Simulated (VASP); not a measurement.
# TiO2 (R-3m) in VASP: single point with r2SCAN

Aim: the single point of TiO2 with r2SCAN.

Program: VASP 6.6.1. These are calculated values, not measurements. Logs are shortened: lines on timing, memory, paths and dates and some standing lists are left out, and cuts for length are marked.

## 1. The cell of the first run

It takes space group R-3m (No. 166, trigonal). The conventional cell has a = 2.995 Å, b = 2.995 Å, c = 20.945 Å, α = 90.00°, β = 90.00°, γ = 120.00°. Within 2.6 Å of Ti (site symmetry -3m) lie 6 O at 1.98 Å. Within 2.6 Å of O (site symmetry 3m) lie 3 Ti at 1.98 Å and 3 O at 2.60 Å.

## 2. Single point, r2SCAN

File POSCAR:

```
TiO2
1.0
    1.4973310000      0.8644850000      6.9815440000
   -1.4973310000      0.8644850000      6.9815440000
    0.0000000000     -1.7289690000      6.9815440000
Ti O
1 2
Direct
    0.0000000000      0.0000000000      0.0000000000
    0.6204670000      0.6204670000      0.6204670000
    0.3795330000      0.3795330000      0.3795330000
```

File INCAR.step1:

```
PREC = Accurate
ENCUT = 520
ISMEAR = 0
SIGMA = 0.01
LREAL = F
LASPH = T
NELM = 60
NBANDS = 19
GGA = PE
ALGO = Normal
EDIFF = 1E-4
LWAVE = T
LCHARG = F
```

File INCAR.step2:

```
PREC = Accurate
ENCUT = 520
EDIFF = 1E-7
ISMEAR = 0
SIGMA = 0.01
LREAL = F
LASPH = T
NELM = 60
ALGO = Normal
ISIF = 2
LWAVE = F
LCHARG = T
METAGGA = R2SCAN
LMIXTAU = T
LELF = T
LVHAR = T
NBANDS = 19
ISTART = 1
```

File KPOINTS:

```
regular mesh
0
Gamma
  7 7 7
```

Potentials or basis: VASP PAW PBE potentials, release 64 (Ti_sv, O).

On the command line:

```bash
> cat potpaw_PBE.64/Ti_sv/POTCAR potpaw_PBE.64/O/POTCAR > POTCAR
> cp INCAR.step1 INCAR
> mpirun -np 1 vasp_std > vasp.out
> cp INCAR.step2 INCAR
> mpirun -np 1 vasp_std > vasp.out
```

OUTCAR:

```text
PREC = Accurate
   ENCUT = 520
   EDIFF = 1E-7
   ISMEAR = 0
   LREAL = F
   LASPH = T
   NELM = 60
   ISIF = 2
   METAGGA = R2SCAN
   ISTART = 1

 ion  position               nearest neighbor table
   1  0.000  0.000  0.000-   2 1.98   2 1.98   3 1.98   3 1.98   2 1.98   3 1.98
   2  0.620  0.620  0.620-   1 1.98   1 1.98   1 1.98
   3  0.380  0.380  0.380-   1 1.98   1 1.98   1 1.98

  LATTYP: Found a trigonal (rhomboedric) cell.
 ALAT       =     7.1924468064
 COS(alpha) =     0.9133212835

  Lattice vectors:

 A1 = (   1.4973310000,   0.8644850000,   6.9815440000)
 A2 = (  -1.4973310000,   0.8644850000,   6.9815440000)
 A3 = (   0.0000000000,  -1.7289690000,   6.9815440000)

Analysis of symmetry for initial positions (statically):
=====================================================================
 Subroutine PRICEL returns:
 Original cell was already a primitive cell.

 Routine SETGRP: Setting up the symmetry group for a
 trigonal (rhombohedral) supercell.

 Subroutine GETGRP returns: Found 12 space group operations
 (whereof 12 operations were pure point group operations)
 out of a pool of 12 trial point group operations.

The static configuration has the point symmetry D_3d.

Analysis of symmetry for dynamics (positions and initial velocities):
=====================================================================
 Subroutine PRICEL returns:
 Original cell was already a primitive cell.

 Routine SETGRP: Setting up the symmetry group for a
 trigonal (rhombohedral) supercell.

 Subroutine GETGRP returns: Found 12 space group operations
 (whereof 12 operations were pure point group operations)
 out of a pool of 12 trial point group operations.

The dynamic configuration has the point symmetry D_3d.

 Subroutine INISYM returns: Found 12 space group operations
 (whereof 12 operations are pure point group operations),
 and found     1 'primitive' translations

----------------------------------------------------------------------------------------

                                     Primitive cell

  volume of cell :      54.2223

  direct lattice vectors                    reciprocal lattice vectors
     1.497331000  0.864485000  6.981544000     0.333927502  0.192793086  0.047744921
    -1.497331000  0.864485000  6.981544000    -0.333927502  0.192793086  0.047744921
     0.000000000 -1.728969000  6.981544000     0.000000000 -0.385586172  0.047744949

  length of vectors
     7.192446806  7.192446806  7.192446762     0.388530987  0.388530987  0.388530920

  position of ions in fractional coordinates (direct lattice)
     0.000000000  0.000000000  0.000000000
     0.620467000  0.620467000  0.620467000
     0.379533000  0.379533000  0.379533000

  ion indices of the primitive-cell ions
   primitive index   ion index
                 1           1
                 2           2
                 3           3

----------------------------------------------------------------------------------------

 KPOINTS: regular mesh

Automatic generation of k-mesh.
 Grid dimensions read from file:
 generate k-points for:    7    7    7

 Generating k-lattice:

  Cartesian coordinates                     Fractional coordinates (reciprocal lattice)
     0.047703929  0.027541869  0.006820703     0.142857143 -0.000000000  0.000000000
    -0.047703929  0.027541869  0.006820703    -0.000000000  0.142857143  0.000000000
     0.000000000 -0.055083739  0.006820707     0.000000000  0.000000000  0.142857143

  Length of vectors
     0.055504427  0.055504427  0.055504417

  Shift w.r.t. Gamma in fractional coordinates (k-lattice)
     0.000000000  0.000000000  0.000000000

 Subroutine IBZKPT returns following result:
 ===========================================

 Found     44 irreducible k-points:

 Following reciprocal coordinates:
            Coordinates               Weight
  0.000000  0.000000  0.000000      1.000000
  0.142857  0.000000 -0.000000      6.000000
  0.285714  0.000000 -0.000000      6.000000
  0.428571  0.000000  0.000000      6.000000
  0.142857  0.142857 -0.000000      6.000000
  0.285714  0.142857  0.000000     12.000000
[... 16 lines left out ...]
  0.285714  0.285714  0.142857      6.000000
  0.428571  0.285714  0.142857     12.000000
 [... further k-points ...]
   k-points           NKPTS =     44   k-points in BZ     NKDIM =     44   number of bands    NBANDS=     19
   number of dos      NEDOS =    301   number of ions     NIONS =      3
   total plane-waves  NPLWV = 157464
   dimension x,y,z NGX =    54 NGY =   54 NGZ =   54
   dimension x,y,z NGXF=   108 NGYF=  108 NGZF=  108
   ions per type =               1   2
   NGX,Y,Z   is equivalent  to a cutoff of  12.48, 12.48, 12.48 a.u.
   NGXF,Y,Z  is equivalent  to a cutoff of  24.96, 24.96, 24.96 a.u.
 SYSTEM =  unknown system
   PREC   = accura    normal or accurate (medium, high low for compatibility)
   ISTART =      1    job   : 0-new  1-cont  2-samecut
   ICHARG =      0    charge: 1-file 2-atom 10-const
   ISPIN  =      1    spin polarized calculation?
   LNONCOLLINEAR =      F non collinear calculations
   LSORBIT =      F    spin-orbit coupling
   LASPH  =      T    aspherical Exc in radial PAW
   ENCUT  =  520.0 eV  38.22 Ry    6.18 a.u.  13.37 13.37 13.37*2*pi/ulx,y,z
   NELM   =     60;   NELMIN=  2; NELMDL=  0     # of ELM steps
   EDIFF  = 0.1E-06   stopping-criterion for ELM
   LREAL  =      F    real-space projection
   EDIFFG = 0.1E-05   stopping-criterion for IOM
   NSW    =      0    number of steps for IOM
   IBRION =     -1    ionic relax: 0-MD 1-quasi-New 2-CG
   NFREE  =      0    steps in history (QN), initial steepest desc. (CG)
   ISIF   =      2    stress and relaxation
   ISYM   =      2    0-nonsym 1-usesym 2-fastsym
   POTIM  = 0.5000    time-step for ionic-motion
   TEBEG  =    0.0;   TEEND  =   0.0 temperature during run
   PSTRESS=    0.0 pullay stress
   NELECT =      24.0000    total number of electrons
   NUPDOWN=      -1.0000    fix difference up-down
   EMIN   =  10.00;   EMAX   =-10.00  energy-range for DOS
   EFERMI =   0.00;   METHOD = LEGACY
   ISMEAR =     0;   SIGMA  =   0.01  broadening in eV -4-tet -1-fermi 0-gaus
   EFERMI_NEDOS =   21; number of points for ismear=-14 and -15
   IALGO  =     38    algorithm
   IMIX   =      4    mixing-type and parameters
     AMIX     =   0.40;   BMIX     =  1.00
     AMIX_MAG =   1.60;   BMIX_MAG =  1.00
  volume/ion in A,a.u.               =      18.07       121.97
  Fermi-wavevector in a.u.,A,eV,Ry     =   1.247630  2.357680 21.178580  1.556582
  Thomas-Fermi vector in A             =   2.381754
   LORBIT       =      0    0 simple, 1 ext, 2 COOP (PROOUT), +10 PAW based schemes
   METAGGA = R2SCAN    functional components
   LHFCALC =     F    Hartree Fock is set to
   AEXX    =    0.0000 exact exchange contribution
   IVDW    =     0    specifies the selected vdW correction
   LEPSILON=     F    determine dielectric tensor
   LRPA    =     F    only Hartree local field effects (RPA)
 non-spin polarized calculation
 Gauss-broadening in eV      SIGMA  =   0.01
  energy-cutoff  :      520.00
  volume of cell :       54.22
 maximum number of plane-waves:      1507
 NGX is ok and might be reduce to    54
   NGX = 27   NGY = 27   NGZ = 27

 number of electron      24.0000006 magnetization

 Free energy of the ion-electron system (eV)
  ---------------------------------------------------
  ext. energy  EPLUGINS =         0.00000000
  ---------------------------------------------------
  free energy    TOTEN  =       -34.37181304 eV

  energy without entropy =      -34.37181304  energy(sigma->0) =      -34.37181304

 E-fermi :  -1.3507     XC(G=0):  -7.9024

 val. band max:       -1.4633491395   @ k =  -0.1429   0.1429   0.0000
 cond. band min:       1.6074583007   @ k =   0.1429   0.1429   0.1429
 fundamental gap:      3.0708074403
 Fermi energy:        -1.3507494626

 k-point     1 :       0.0000    0.0000    0.0000
  band No.  band energies     occupation
      1     -60.0582      2.00000
      2     -35.2640      2.00000
      3     -34.9960      2.00000
      4     -34.9960      2.00000
      5     -19.8694      2.00000
      6     -18.1407      2.00000
[... 11 lines left out ...]
     18       6.4256      0.00000
     19       9.7376      0.00000

 k-point     2 :       0.1429    0.0000   -0.0000
  band No.  band energies     occupation
      1     -60.0451      2.00000
      2     -35.2394      2.00000
      3     -35.1091      2.00000
      4     -35.0168      2.00000
      5     -19.6208      2.00000
      6     -18.2719      2.00000
[... 11 lines left out ...]
     18       7.0314      0.00000
     19      10.3899      0.00000

 k-point     3 :       0.2857    0.0000   -0.0000
  band No.  band energies     occupation
      1     -60.0156      2.00000
      2     -35.3592      2.00000
      3     -35.1794      2.00000
      4     -35.0633      2.00000
      5     -19.1098      2.00000
      6     -18.4966      2.00000
[... 11 lines left out ...]
     18       8.4773      0.00000
     19      11.5718      0.00000

 k-point     4 :       0.4286    0.0000    0.0000
  band No.  band energies     occupation
      1     -59.9918      2.00000
      2     -35.5499      2.00000
      3     -35.1333      2.00000
      4     -35.1003      2.00000
      5     -19.0097      2.00000
      6     -18.3380      2.00000
[... 11 lines left out ...]
     18      10.3962      0.00000
     19      12.5181      0.00000

 k-point     5 :       0.1429    0.1429   -0.0000
  band No.  band energies     occupation
      1     -60.0451      2.00000
      2     -35.2394      2.00000
      3     -35.1091      2.00000
      4     -35.0168      2.00000
      5     -19.6208      2.00000
      6     -18.2719      2.00000
[... 11 lines left out ...]
     18       7.1036      0.00000
     19      10.1625      0.00000
[... 334 lines left out ...]
      2     -35.5499      2.00000
      3     -35.1332      2.00000
      4     -35.1003      2.00000
      5     -19.0097      2.00000
      6     -18.3378      2.00000
[... 11 lines left out ...]
     18      10.5283      0.00000
     19      12.1839      0.00000

 k-point    22 :      -0.1429    0.1429    0.1429
  band No.  band energies     occupation
      1     -60.0156      2.00000
      2     -35.3592      2.00000
      3     -35.1794      2.00000
      4     -35.0633      2.00000
      5     -19.1099      2.00000
      6     -18.4965      2.00000
[... 11 lines left out ...]
     18       8.5655      0.00000
     19      11.3314      0.00000

 k-point    23 :       0.2857    0.2857    0.1429
  band No.  band energies     occupation
      1     -60.0451      2.00000
      2     -35.2394      2.00000
      3     -35.1091      2.00000
      4     -35.0168      2.00000
      5     -19.6206      2.00000
      6     -18.2721      2.00000
[... 11 lines left out ...]
     18       7.3375      0.00000
     19       9.5577      0.00000

 k-point    24 :       0.4286    0.2857    0.1429
  band No.  band energies     occupation
      1     -60.0238      2.00000
      2     -35.2723      2.00000
      3     -35.2000      2.00000
      4     -35.0659      2.00000
      5     -19.2201      2.00000
      6     -18.4695      2.00000
[... 11 lines left out ...]
     18       8.3261      0.00000
     19      10.5047      0.00000

 [... further k-points ...]
[... 5 lines left out ...]
  --------------------------------------------------------------------------------------
  -------------------------------------------------------------------------------------
  Total       -0.9466275     -0.9466280     -0.7567806      0.0000000     -0.0000000     -0.0000000
  in kB      -27.9712502    -27.9712639    -22.3615933      0.0000000     -0.0000011     -0.0000000
  external PRESSURE =     -26.1013691 kB  Pullay stress =       0.0000000 kB

 VOLUME and BASIS-vectors are now :
 -----------------------------------------------------------------------------
  energy-cutoff  :      520.00
  volume of cell :       54.22
      direct lattice vectors                 reciprocal lattice vectors
     1.497331000  0.864485000  6.981544000     0.333927502  0.192793086  0.047744921
    -1.497331000  0.864485000  6.981544000    -0.333927502  0.192793086  0.047744921
     0.000000000 -1.728969000  6.981544000     0.000000000 -0.385586172  0.047744949

 POSITION                                       TOTAL-FORCE (eV/Angst)
 -----------------------------------------------------------------------------------
      0.00000      0.00000      0.00000         0.000000      0.000000     -0.000000
      0.00000      0.00000     12.99545         0.000000      0.000000      0.356353
      0.00000      0.00000      7.94918         0.000000     -0.000000     -0.356353
 -----------------------------------------------------------------------------------
    total drift:                                0.000000     -0.000000     -0.000000

  FREE ENERGIE OF THE ION-ELECTRON SYSTEM (eV)
  ---------------------------------------------------
  free  energy   TOTEN  =       -34.3718130369 eV

  energy  without entropy=      -34.3718130369  energy(sigma->0) =      -34.37181304
```

It took 13 min on 1 thread of Intel Xeon Platinum 8488C (Sapphire Rapids), shared host; peak memory 0.43 GiB.

Results:

```yaml
Free_energy: -34.3718 eV
Pressure: -2.6 GPa
Largest_force: 0.356 eV/Å
Band_gap_on_the_k_mesh: 3.07 eV, indirect (least direct gap 3.30 eV)
```

Forces on the atoms (eV/Å):
```
Ti   0.000  0.000  0.000
O    0.000  0.000  0.356
O    0.000  0.000 -0.356
```

Stress tensor (GPa, compression positive):
```
-2.80  0.00  0.00
 0.00 -2.80  0.00
 0.00  0.00 -2.24
```

Levels at points of the mesh, in eV from the valence-band top:
| k point | band 9 | band 10 | band 11 | band 12 | band 13 | band 14 | band 15 | band 16 |
| --- | --- | --- | --- | --- | --- | --- | --- | --- |
| (0.00, 0.00, 0.00) | -3.68 | -0.62 | -0.23 | -0.23 | 3.07 | 3.07 | 4.78 | 7.20 |

Caveat: the PAW data sets were made with another functional, which shifts forces and pressure a little.
